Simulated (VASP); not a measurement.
Crystal: Cu.

```
Cu
1.0
    -1.44279    1.44279    1.37608
     1.44279   -1.44279    1.37608
     1.44279    1.44279   -1.37608
Cu
1
Direct
  0.00000 0.00000 0.00000
```

Base run:

- Program: VASP 6.6.1
- Functional: LDA
- Potentials or basis: VASP PAW LDA potentials, release 64 (Cu)
- Cutoff: 600 eV
- k mesh: 14 × 14 × 14
- Occupations: fermi-dirac, width 0.05 eV
- Spin: collinear spin
- Starting moments: [1.0] μB
- Fixed moment: 1 μB

Its results: pressure 7.6 GPa; site moments Cu +0.81 μB.

**Question.** The run is repeated on the same cell with these changes: fixed moment from 1 μB to 0.2 μB; moments at the start from [1.0] to [0.2]. What comes out?

**Answer.** Pressure -6.3 GPa; site moments Cu +0.16 μB.

Caveats: the total moment is fixed, so each spin has its own Fermi level; the cell stands under pressure (at least some runs); the cell stands under tension (at least some runs).
